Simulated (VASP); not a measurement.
# Zr (Fm-3m) in VASP: further runs

Zr is run at these levels: PBE; tasks: single point.

All numbers are computed with VASP 6.6.1; they aren't measurements. Logs are shortened: lines on timing, memory, paths and dates and some standing lists are left out, and cuts for length are marked.

## (1) The cell of the first run

It takes space group Fm-3m (No. 225, cubic). Conventional cell: a = 4.434 Å, b = 4.434 Å, c = 4.434 Å, α = 90.00°, β = 90.00°, γ = 90.00°. Within 4.1 Å of Zr (site symmetry m-3m) lie 12 Zr at 3.13 Å.

## (2) Single point, PBE

The input, INCAR:

```
SYSTEM = Zr
PREC = Accurate
ENCUT = 520
EDIFF = 1E-6
ISMEAR = 0
SIGMA = 0.1
LREAL = .False.
LASPH = .True.
NELM = 100
ALGO = Normal
ISIF = 2
LWAVE = .False.
LCHARG = .True.
GGA = PE
LELF = .True.
LVHAR = .True.
NBANDS = 12
```

The input, KPOINTS:

```
regular mesh
0
Gamma
  9 9 9
  0 0 0
```

The input, POSCAR:

```
Zr
1.0
    0.0000000000      2.2167722760      2.2167722760
    2.2167722760      0.0000000000      2.2167722760
    2.2167722760      2.2167722760      0.0000000000
Zr
1
Direct
    0.0000000000      0.0000000000      0.0000000000
```

Potentials or basis: VASP PAW PBE potentials, release 64 (Zr_sv).

The run is started by

```sh
> cat potpaw_PBE.64/Zr_sv/POTCAR > POTCAR
> mpirun -np 1 vasp_std > vasp.out
```

OUTCAR:

```text
SYSTEM = Zr
   PREC = Accurate
   ENCUT = 520
   EDIFF = 1E-6
   ISMEAR = 0
   LREAL = .False.
   LASPH = .True.
   NELM = 100
   ISIF = 2
   GGA = PE

 ion  position               nearest neighbor table
   1  0.000  0.000  0.000-

  LATTYP: Found a face centered cubic cell.
 ALAT       =     4.4335445520

  Lattice vectors:

 A1 = (   0.0000000000,   2.2167722760,   2.2167722760)
 A2 = (   2.2167722760,   0.0000000000,   2.2167722760)
 A3 = (   2.2167722760,   2.2167722760,   0.0000000000)

Analysis of symmetry for initial positions (statically):
=====================================================================
 Subroutine PRICEL returns:
 Original cell was already a primitive cell.

 Routine SETGRP: Setting up the symmetry group for a
 face centered cubic supercell.

 Subroutine GETGRP returns: Found 48 space group operations
 (whereof 48 operations were pure point group operations)
 out of a pool of 48 trial point group operations.

The static configuration has the point symmetry O_h .

Analysis of symmetry for dynamics (positions and initial velocities):
=====================================================================
 Subroutine PRICEL returns:
 Original cell was already a primitive cell.

 Routine SETGRP: Setting up the symmetry group for a
 face centered cubic supercell.

 Subroutine GETGRP returns: Found 48 space group operations
 (whereof 48 operations were pure point group operations)
 out of a pool of 48 trial point group operations.

The dynamic configuration has the point symmetry O_h .

 Subroutine INISYM returns: Found 48 space group operations
 (whereof 48 operations are pure point group operations),
 and found     1 'primitive' translations

----------------------------------------------------------------------------------------

                                     Primitive cell

  volume of cell :      21.7868

  direct lattice vectors                    reciprocal lattice vectors
     0.000000000  2.216772276  2.216772276    -0.225553164  0.225553164  0.225553164
     2.216772276  0.000000000  2.216772276     0.225553164 -0.225553164  0.225553164
     2.216772276  2.216772276  0.000000000     0.225553164  0.225553164 -0.225553164

  length of vectors
     3.134989417  3.134989417  3.134989417     0.390669539  0.390669539  0.390669539

  position of ions in fractional coordinates (direct lattice)
     0.000000000  0.000000000  0.000000000

  ion indices of the primitive-cell ions
   primitive index   ion index
                 1           1

----------------------------------------------------------------------------------------

 KPOINTS: regular mesh

Automatic generation of k-mesh.
 Grid dimensions read from file:
 generate k-points for:    9    9    9

 Generating k-lattice:

  Cartesian coordinates                     Fractional coordinates (reciprocal lattice)
    -0.025061463  0.025061463  0.025061463     0.111111111  0.000000000  0.000000000
     0.025061463 -0.025061463  0.025061463     0.000000000  0.111111111  0.000000000
     0.025061463  0.025061463 -0.025061463     0.000000000  0.000000000  0.111111111

  Length of vectors
     0.043407727  0.043407727  0.043407727

  Shift w.r.t. Gamma in fractional coordinates (k-lattice)
     0.000000000  0.000000000  0.000000000

 Subroutine IBZKPT returns following result:
 ===========================================

 Found     35 irreducible k-points:

 Following reciprocal coordinates:
            Coordinates               Weight
  0.000000  0.000000  0.000000      1.000000
  0.111111  0.000000  0.000000      8.000000
  0.222222  0.000000  0.000000      8.000000
  0.333333  0.000000  0.000000      8.000000
  0.444444  0.000000  0.000000      8.000000
  0.111111  0.111111  0.000000      6.000000
[... 16 lines left out ...]
 -0.333333  0.333333  0.000000     12.000000
  0.444444  0.444444  0.000000      6.000000
 [... further k-points ...]
   k-points           NKPTS =     35   k-points in BZ     NKDIM =     35   number of bands    NBANDS=     12
   number of dos      NEDOS =    301   number of ions     NIONS =      1
   total plane-waves  NPLWV =  13824
   dimension x,y,z NGX =    24 NGY =   24 NGZ =   24
   dimension x,y,z NGXF=    48 NGYF=   48 NGZF=   48
   ions per type =               1
   NGX,Y,Z   is equivalent  to a cutoff of  12.73, 12.73, 12.73 a.u.
   NGXF,Y,Z  is equivalent  to a cutoff of  25.45, 25.45, 25.45 a.u.
 SYSTEM =  Zr
   PREC   = accura    normal or accurate (medium, high low for compatibility)
   ISTART =      0    job   : 0-new  1-cont  2-samecut
   ICHARG =      2    charge: 1-file 2-atom 10-const
   ISPIN  =      1    spin polarized calculation?
   LNONCOLLINEAR =      F non collinear calculations
   LSORBIT =      F    spin-orbit coupling
   LASPH  =      T    aspherical Exc in radial PAW
   ENCUT  =  520.0 eV  38.22 Ry    6.18 a.u.   5.83  5.83  5.83*2*pi/ulx,y,z
   NELM   =    100;   NELMIN=  2; NELMDL= -5     # of ELM steps
   EDIFF  = 0.1E-05   stopping-criterion for ELM
   LREAL  =      F    real-space projection
   EDIFFG = 0.1E-04   stopping-criterion for IOM
   NSW    =      0    number of steps for IOM
   IBRION =     -1    ionic relax: 0-MD 1-quasi-New 2-CG
   NFREE  =      0    steps in history (QN), initial steepest desc. (CG)
   ISIF   =      2    stress and relaxation
   ISYM   =      2    0-nonsym 1-usesym 2-fastsym
   POTIM  = 0.5000    time-step for ionic-motion
   TEBEG  =    0.0;   TEEND  =   0.0 temperature during run
   PSTRESS=    0.0 pullay stress
   NELECT =      12.0000    total number of electrons
   NUPDOWN=      -1.0000    fix difference up-down
   EMIN   =  10.00;   EMAX   =-10.00  energy-range for DOS
   EFERMI =   0.00;   METHOD = LEGACY
   ISMEAR =     0;   SIGMA  =   0.10  broadening in eV -4-tet -1-fermi 0-gaus
   EFERMI_NEDOS =   21; number of points for ismear=-14 and -15
   IALGO  =     38    algorithm
   IMIX   =      4    mixing-type and parameters
     AMIX     =   0.40;   BMIX     =  1.00
     AMIX_MAG =   1.60;   BMIX_MAG =  1.00
  volume/ion in A,a.u.               =      21.79       147.02
  Fermi-wavevector in a.u.,A,eV,Ry     =   1.341954  2.535925 24.501908  1.800839
  Thomas-Fermi vector in A             =   2.470146
   LORBIT       =      0    0 simple, 1 ext, 2 COOP (PROOUT), +10 PAW based schemes
   GGA     = PE    functional components
   LHFCALC =     F    Hartree Fock is set to
   AEXX    =    0.0000 exact exchange contribution
   IVDW    =     0    specifies the selected vdW correction
   LEPSILON=     F    determine dielectric tensor
   LRPA    =     F    only Hartree local field effects (RPA)
 non-spin polarized calculation
 Gauss-broadening in eV      SIGMA  =   0.10
  energy-cutoff  :      520.00
  volume of cell :       21.79
 maximum number of plane-waves:       598
   NGX = 11   NGY = 11   NGZ = 11

 number of electron      12.0000000 magnetization

 Free energy of the ion-electron system (eV)
  ---------------------------------------------------
  ext. energy  EPLUGINS =         0.00000000
  ---------------------------------------------------
  free energy    TOTEN  =        -8.44647528 eV

  energy without entropy =       -8.43270308  energy(sigma->0) =       -8.43958918

 E-fermi :   9.7361     XC(G=0): -11.3858

 val. band max:        9.7209856534   @ k =  -0.3333   0.2222   0.0000
 cond. band min:       9.7558433596   @ k =  -0.3333   0.3333   0.1111
 fundamental gap:      0.0348577062
 Fermi energy:         9.7361316476

 k-point     1 :       0.0000    0.0000    0.0000
  band No.  band energies     occupation
      1     -38.9315      2.00000
      2     -16.3453      2.00000
      3     -16.3453      2.00000
      4     -16.3453      2.00000
      5       3.9904      2.00000
      6      10.6466      0.00000
      7      10.6466      0.00000
      8      10.6466      0.00000
      9      13.2752      0.00000
     10      13.2752      0.00000
     11      20.2773      0.00000
     12      24.7047      0.00000

 k-point     2 :       0.1111    0.0000    0.0000
  band No.  band energies     occupation
      1     -38.9102      2.00000
      2     -16.4939      2.00000
      3     -16.3634      2.00000
      4     -16.3634      2.00000
      5       4.4091      2.00000
      6      10.2820      0.00000
      7      10.8317      0.00000
      8      10.8317      0.00000
      9      13.0955      0.00000
     10      13.0955      0.00000
     11      21.1391      0.00000
     12      23.3255      0.00000

 k-point     3 :       0.2222    0.0000    0.0000
  band No.  band energies     occupation
      1     -38.8560      2.00000
      2     -16.8573      2.00000
      3     -16.4087      2.00000
      4     -16.4087      2.00000
      5       5.4437      2.00000
      6       9.7098      1.29009
      7      11.0266      0.00000
      8      11.0266      0.00000
      9      13.1222      0.00000
     10      13.1222      0.00000
     11      21.1171      0.00000
     12      23.5113      0.00000

 k-point     4 :       0.3333    0.0000    0.0000
  band No.  band energies     occupation
      1     -38.7935      2.00000
      2     -17.2509      2.00000
      3     -16.4596      2.00000
      4     -16.4596      2.00000
      5       6.3336      2.00000
      6       9.8819      0.03919
      7      10.7591      0.00000
      8      10.7591      0.00000
      9      14.0301      0.00000
     10      14.0301      0.00000
     11      19.9297      0.00000
     12      23.2965      0.00000

 k-point     5 :       0.4444    0.0000    0.0000
  band No.  band energies     occupation
      1     -38.7522      2.00000
      2     -17.4979      2.00000
      3     -16.4924      2.00000
      4     -16.4924      2.00000
      5       6.5395      2.00000
      6      10.4826      0.00000
      7      10.4826      0.00000
      8      10.8127      0.00000
      9      15.0528      0.00000
     10      15.0528      0.00000
     11      19.6514      0.00000
     12      20.8762      0.00000
[... 228 lines left out ...]
      1     -38.7136      2.00000
      2     -17.3222      2.00000
      3     -16.7626      2.00000
      4     -16.6995      2.00000
      5       6.8574      2.00000
      6       7.7117      2.00000
      7      11.2649      0.00000
      8      13.6858      0.00000
      9      15.2660      0.00000
     10      15.3854      0.00000
     11      20.7933      0.00000
     12      22.2031      0.00000

 k-point    22 :      -0.4444    0.3333    0.0000
  band No.  band energies     occupation
      1     -38.6948      2.00000
      2     -17.3102      2.00000
      3     -16.9438      2.00000
      4     -16.6825      2.00000
      5       7.2379      2.00000
      6       8.0829      2.00000
      7      10.8168      0.00000
      8      13.1818      0.00000
      9      15.2307      0.00000
     10      17.5250      0.00000
     11      18.6387      0.00000
     12      22.8685      0.00000

 k-point    23 :      -0.3333    0.3333    0.0000
  band No.  band energies     occupation
      1     -38.7009      2.00000
      2     -17.1474      2.00000
      3     -17.1358      2.00000
      4     -16.6178      2.00000
      5       7.8914      2.00000
      6       8.5560      2.00000
      7      10.0097      0.00011
      8      12.5124      0.00000
      9      14.2677      0.00000
     10      17.0148      0.00000
     11      20.7407      0.00000
     12      21.5941      0.00000

 k-point    24 :       0.4444    0.4444    0.0000
  band No.  band energies     occupation
      1     -38.6937      2.00000
      2     -17.4201      2.00000
      3     -16.7509      2.00000
      4     -16.7509      2.00000
      5       6.4702      2.00000
      6       7.3053      2.00000
      7      12.6911      0.00000
      8      15.1613      0.00000
      9      15.3800      0.00000
     10      15.3800      0.00000
     11      20.4982      0.00000
     12      20.4982      0.00000

 [... further k-points ...]

------------------------ aborting loop because EDIFF is reached ----------------------------------------

  FORCE on cell =-STRESS in cart. coord.  units (eV):
  Direction    XX          YY          ZZ          XY          YZ          ZX
  --------------------------------------------------------------------------------------
  -------------------------------------------------------------------------------------
  Total        0.8716452      0.8716452      0.8716452     -0.0000000     -0.0000000     -0.0000000
  in kB       64.0998608     64.0998608     64.0998608     -0.0000000     -0.0000000     -0.0000000
  external PRESSURE =      64.0998608 kB  Pullay stress =       0.0000000 kB

 VOLUME and BASIS-vectors are now :
 -----------------------------------------------------------------------------
  energy-cutoff  :      520.00
  volume of cell :       21.79
      direct lattice vectors                 reciprocal lattice vectors
     0.000000000  2.216772276  2.216772276    -0.225553164  0.225553164  0.225553164
     2.216772276  0.000000000  2.216772276     0.225553164 -0.225553164  0.225553164
     2.216772276  2.216772276  0.000000000     0.225553164  0.225553164 -0.225553164

 POSITION                                       TOTAL-FORCE (eV/Angst)
 -----------------------------------------------------------------------------------
      0.00000      0.00000      0.00000        -0.000000     -0.000000     -0.000000
 -----------------------------------------------------------------------------------
    total drift:                                0.000000     -0.000000     -0.000000

  FREE ENERGIE OF THE ION-ELECTRON SYSTEM (eV)
  ---------------------------------------------------
  free  energy   TOTEN  =        -8.4464752822 eV

  energy  without entropy=       -8.4327030753  energy(sigma->0) =       -8.43958918
```

Wall time 9 s (1 thread of Intel Xeon 8259CL, shared host); peak memory 0.14 GiB.

Results:

| Quantity | Value |
| --- | --- |
| Free energy | -8.4465 eV |
| Pressure | 6.4 GPa |
| Band gap on the k mesh | zero (band 6 reaches 10.65 eV, above the bottom of band 7 at 9.04 eV) |

(Part 1 of 2 ends here.)
